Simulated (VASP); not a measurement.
# Sb (P6_3/mmc) in VASP: notebook

Aim: see how the results for Sb move with the level of theory and the settings. Levels: BLYP+D4, PBEsol. Tasks: relaxation of cell and atoms, single point.

Program: VASP 6.6.1. These are calculated values, not measurements. Logs are shortened: lines on timing, memory, paths and dates and some standing lists are left out, and cuts for length are marked.

## Step 1: The cell of the first run

The structure is hexagonal, space group P6_3/mmc (No. 194). Conventional cell: a = 3.355 Å, b = 3.355 Å, c = 5.470 Å, α = 90.00°, β = 90.00°, γ = 120.00°. Sb (site symmetry -6m2) has 12 Sb at 3.35 Å within 4.4 Å.

## Step 2: Relaxation of cell and atoms, BLYP+D4

File INCAR:

```
AGGAC = 1.0
AGGAX = 1.0
ALDAC = 0.0
ALDAX = 1.0
ALGO = Normal
EDIFF = 1E-6
EDIFFG = -0.01
ENCUT = 600
GGA = B5
IBRION = 2
ISIF = 3
ISMEAR = -1
IVDW = 13
LASPH = True
LCHARG = False
LREAL = False
LWAVE = False
NELM = 60
NSW = 60
PREC = Accurate
SIGMA = 0.05
VDW_A1 = 0.44488865
VDW_A2 = 4.0933009
VDW_S6 = 1.0
VDW_S8 = 2.34076671
```

File KPOINTS:

```
k-points
0
Gamma
  9 9 5
```

File POSCAR:

```
Sb
1.0
    3.3545324186      0.0000000000      0.0000000000
   -1.6772662093      2.9051102923      0.0000000000
    0.0000000000      0.0000000000      5.4701606500
Sb
2
Direct
    0.6666666667      0.3333333333      0.7500000000
    0.3333333333      0.6666666667      0.2500000000
```

Potentials or basis: VASP PAW PBE potentials, release 64 (Sb).

Command:

```
> cat potpaw_PBE.64/Sb/POTCAR > POTCAR
> mpirun -np 1 vasp_std > vasp.out
```

OUTCAR:

```text
EDIFF = 1E-6
   EDIFFG = -0.01
   ENCUT = 600
   GGA = B5
   IBRION = 2
   ISIF = 3
   ISMEAR = -1
   IVDW = 13
   LASPH = True
   LREAL = False
   NELM = 60
   NSW = 60
   PREC = Accurate

 ion  position               nearest neighbor table
   1  0.667  0.333  0.750-   2 3.35   2 3.35   2 3.35   2 3.35   2 3.35   2 3.35
   2  0.333  0.667  0.250-   1 3.35   1 3.35   1 3.35   1 3.35   1 3.35   1 3.35

  LATTYP: Found a hexagonal cell.
 ALAT       =     3.3545324186
 C/A-ratio  =     1.6306775334

  Lattice vectors:

 A1 = (   3.3545324186,   0.0000000000,   0.0000000000)
 A2 = (  -1.6772662093,   2.9051102923,   0.0000000000)
 A3 = (   0.0000000000,   0.0000000000,   5.4701606500)

Analysis of symmetry for initial positions (statically):
=====================================================================
 Subroutine PRICEL returns:
 Original cell was already a primitive cell.

 Routine SETGRP: Setting up the symmetry group for a
 hexagonal supercell.

 Subroutine GETGRP returns: Found 24 space group operations
 (whereof 12 operations were pure point group operations)
 out of a pool of 24 trial point group operations.

The static configuration has the point symmetry D_3d.
 The point group associated with its full space group is D_6h.

Analysis of symmetry for dynamics (positions and initial velocities):
=====================================================================
 Subroutine PRICEL returns:
 Original cell was already a primitive cell.

 Routine SETGRP: Setting up the symmetry group for a
 hexagonal supercell.

 Subroutine GETGRP returns: Found 24 space group operations
 (whereof 12 operations were pure point group operations)
 out of a pool of 24 trial point group operations.

The dynamic configuration has the point symmetry D_3d.
 The point group associated with its full space group is D_6h.

 Subroutine INISYM returns: Found 24 space group operations
 (whereof 12 operations are pure point group operations),
 and found     1 'primitive' translations

----------------------------------------------------------------------------------------

                                     Primitive cell

  volume of cell :      53.3083

  direct lattice vectors                    reciprocal lattice vectors
     3.354532419  0.000000000  0.000000000     0.298104139  0.172110505  0.000000000
    -1.677266209  2.905110292  0.000000000     0.000000000  0.344221010  0.000000000
     0.000000000  0.000000000  5.470160650     0.000000000  0.000000000  0.182809987

  length of vectors
     3.354532419  3.354532419  5.470160650     0.344221010  0.344221010  0.182809987

  position of ions in fractional coordinates (direct lattice)
     0.666666667  0.333333333  0.750000000
     0.333333333  0.666666667  0.250000000

  ion indices of the primitive-cell ions
   primitive index   ion index
                 1           1
[... 83 lines left out ...]
   PSTRESS=    0.0 pullay stress
   NELECT =      10.0000    total number of electrons
   NUPDOWN=      -1.0000    fix difference up-down
   EMIN   =  10.00;   EMAX   =-10.00  energy-range for DOS
   EFERMI =   0.00;   METHOD = LEGACY
   ISMEAR =    -1;   SIGMA  =   0.05  broadening in eV -4-tet -1-fermi 0-gaus
   EFERMI_NEDOS =   21; number of points for ismear=-14 and -15
   IALGO  =     38    algorithm
   IMIX   =      4    mixing-type and parameters
     AMIX     =   0.40;   BMIX     =  1.00
     AMIX_MAG =   1.60;   BMIX_MAG =  1.00
  volume/ion in A,a.u.               =      26.65       179.87
  Fermi-wavevector in a.u.,A,eV,Ry     =   0.937152  1.770960 11.949364  0.878253
  Thomas-Fermi vector in A             =   2.064234
   LORBIT       =      0    0 simple, 1 ext, 2 COOP (PROOUT), +10 PAW based schemes
   GGA     = B5    functional components
   LHFCALC =     F    Hartree Fock is set to
   AEXX    =    0.0000 exact exchange contribution
   IVDW    =    13    specifies the selected vdW correction
   LEPSILON=     F    determine dielectric tensor
   LRPA    =     F    only Hartree local field effects (RPA)
 conjugate gradient relaxation of ions
 non-spin polarized calculation
  energy-cutoff  :      600.00
  volume of cell :       53.31
 maximum number of plane-waves:      1798
 NGX is ok and might be reduce to    28
   NGX = 13   NGY = 13   NGZ = 21

--------------------------------------- Ionic step        1  -------------------------------------------

 number of electron      10.0000000 magnetization

 Free energy of the ion-electron system (eV)
  ---------------------------------------------------
  ext. energy  EPLUGINS =         0.00000000
  ---------------------------------------------------
  free energy    TOTEN  =        -5.79962390 eV

  energy without entropy =       -5.78823651  energy(sigma->0) =       -5.79393021

------------------------ aborting loop because EDIFF is reached ----------------------------------------

  DFT-D4 for vdW energy calculation

  Edisp (eV):   -2.15311
[... 105 lines left out ...]
  FREE ENERGIE OF THE ION-ELECTRON SYSTEM (eV)
  ---------------------------------------------------
  free  energy   TOTEN  =        -7.9586397151 eV

  energy  without entropy=       -7.9473304251  energy(sigma->0) =       -7.95298507

[... ionic steps 4 to 13 ...]

--------------------------------------- Ionic step       14  -------------------------------------------

 number of electron      10.0000000 magnetization

------------------------ aborting loop because EDIFF is reached ----------------------------------------
[... 75 lines left out ...]
--------------------------------------- Ionic step       16  -------------------------------------------

 number of electron      10.0000000 magnetization

 Free energy of the ion-electron system (eV)
  ---------------------------------------------------
  ext. energy  EPLUGINS =         0.00000000
  ---------------------------------------------------
  free energy    TOTEN  =        -5.86771684 eV

  energy without entropy =       -5.85718521  energy(sigma->0) =       -5.86245103

 E-fermi :   8.7812     XC(G=0):  -9.4741

 val. band max:        8.7580934968   @ k =   0.2222   0.1111   0.4000
 cond. band min:       8.8134956297   @ k =   0.3333   0.0000   0.0000
 fundamental gap:      0.0554021329
 Fermi energy:         8.7812304939

 k-point     1 :       0.0000    0.0000    0.0000
  band No.  band energies     occupation
      1      -4.0418      2.00000
      2       0.4527      2.00000
      3       3.3583      2.00000
      4      11.1011      0.00000
      5      11.1011      0.00000
      6      13.0488      0.00000
      7      13.0488      0.00000
      8      14.9033      0.00000
      9      15.4612      0.00000
[... 265 lines left out ...]
 k-point    24 :       0.3333    0.3333    0.2000
  band No.  band energies     occupation
      1       0.2741      2.00000
      2       0.2741      2.00000
      3       4.5920      2.00000
      4       5.6450      2.00000
      5       5.6450      2.00000
      6       7.6656      2.00000
      7       9.8222      0.00000
      8       9.8222      0.00000
      9      14.0771      0.00000

 [... further k-points ...]

------------------------ aborting loop because EDIFF is reached ----------------------------------------

  DFT-D4 for vdW energy calculation

  Edisp (eV):   -2.09856
[... 25 lines left out ...]
  FREE ENERGIE OF THE ION-ELECTRON SYSTEM (eV)
  ---------------------------------------------------
  free  energy   TOTEN  =        -7.9662742814 eV

  energy  without entropy=       -7.9557426494  energy(sigma->0) =       -7.96100847

 reached required accuracy - stopping structural energy minimisation
```

Wall time 2.8 min (1 thread of Intel Xeon 6975P-C (Granite Rapids), shared host); peak memory 0.21 GiB.

Results:

- Free energy: -7.9663 eV
- Relaxed volume: 27.42 Å³/atom
- Relaxed cell: a = 3.496 Å, b = 3.496 Å, c = 5.181 Å, α = 90.00°, β = 90.00°, γ = 120.00°
- Space group after relaxing (to 0.05 Å): P6_3/mmc (No. 194)
- Energy gained by relaxing: 6.8 meV/atom
- Ionic steps: 16
- Pressure after relaxing: 0.0 GPa
- Band gap on the k mesh: zero (band 5 reaches 11.75 eV, above the bottom of band 6 at 6.37 eV)
- Dispersion energy per atom: -1.049 eV

Step by step:
| step | energy change (eV) | largest force (eV/Å) | pressure (GPa) | volume (Å³) |
| --- | --- | --- | --- | --- |
| 1 | 0.0000 | 0.0000 | 1.47 | 53.31 |
| 2 | -0.0047 | 0.0000 | -0.64 | 55.21 |
| 3 | -0.0059 | 0.0000 | -0.02 | 54.61 |
| 4 | -0.0059 | 0.0000 | 0.01 | 54.59 |
| 5 | -0.0061 | 0.0000 | 0.01 | 54.59 |
| 6 | -0.0066 | 0.0000 | 0.01 | 54.59 |
| 7 | -0.0074 | 0.0000 | 0.01 | 54.58 |
| 8 | -0.0099 | 0.0000 | 0.11 | 54.55 |
| 9 | -0.0094 | 0.0000 | 0.68 | 54.37 |
| 10 | -0.0113 | 0.0000 | 0.20 | 54.52 |
| 11 | -0.0131 | 0.0000 | 0.40 | 54.46 |
| 12 | -0.0132 | 0.0000 | 0.33 | 54.54 |
| 13 | -0.0132 | 0.0000 | 0.30 | 54.57 |
| 14 | -0.0133 | 0.0000 | 0.23 | 54.63 |
| 15 | -0.0135 | 0.0000 | 0.04 | 54.79 |
| 16 | -0.0135 | 0.0000 | 0.00 | 54.83 |

Final structure:
```yaml
crystal:
  lattice:
    - [3.49583, 0.00000, 0.00000]
    - [-1.74792, 3.02748, 0.00000]
    - [0.00000, 0.00000, 5.18071]
  atoms:
    - { symbol: Sb, position: [0.66667, 0.33333, 0.75000] }
    - { symbol: Sb, position: [0.33333, 0.66667, 0.25000] }
```

Levels at points of the mesh, in eV from the Fermi level:
```csv
k point,band 2,band 3,band 4,band 5,band 6,band 7,band 8,band 9
"(0.00, 0.00, 0.00)",-8.33,-5.42,2.32,2.32,4.27,4.27,6.12,6.68
```

Caveat: the PAW data sets were made with another functional, which shifts forces and pressure a little; spin-orbit coupling is left out, which moves the levels of the heavy elements; pairwise dispersion overbinds metals, which lowers pressure and volume.

## Step 3: Single point, PBEsol

This run uses another cell than the first one, of 20.29 Å³/atom, 0.761 times its volume.

File INCAR:

```
SYSTEM = Sb
  ALGO = Normal
  EDIFF = 1E-7
  ENCUT = 520
  GGA = PS
  ISIF = 2
  ISMEAR = -1
  LASPH = .TRUE.
  LCHARG = .FALSE.
  LREAL = .FALSE.
  LWAVE = .FALSE.
  NBANDS = 12
  NELM = 60
  PREC = Accurate
  SIGMA = 0.05
```

File KPOINTS:

```
k-points
0
G
  9 9 5
  0 0 0
```

File POSCAR:

```
Sb
1.0
    3.0729110617      0.0000000000      0.0000000000
   -1.5364555308      2.6612190430      0.0000000000
    0.0000000000      0.0000000000      4.9613264764
Sb
2
Direct
    0.6666666667      0.3333333333      0.7500000000
    0.3333333333      0.6666666667      0.2500000000
```

Potentials or basis: VASP PAW PBE potentials, release 64 (Sb).

Command:

```
> cat potpaw_PBE.64/Sb/POTCAR > POTCAR
> mpirun -np 1 vasp_std > vasp.out
```

Run time: 9.1 s. Hardware: 1 thread of AMD EPYC 7R13 (Zen 3), shared host; peak memory 0.13 GiB.

The run converged. Its results:

| Item | Value |
| --- | --- |
| Free energy | -7.8294 eV |
| Pressure | 30.5 GPa |
| Band gap on the k mesh | zero (band 5 reaches 18.26 eV, above the bottom of band 6 at 8.70 eV) |

Levels at points of the mesh, in eV from the Fermi level:
```csv
k point,band 3,band 4,band 5,band 6,band 7,band 8
"(0.00, 0.00, 0.00)",-7.80,4.91,4.91,7.15,7.15,8.15
```

Caveat: the PAW data sets were made with another functional, which shifts forces and pressure a little; spin-orbit coupling is left out, which moves the levels of the heavy elements.

(Continued in part 2 of 2.)
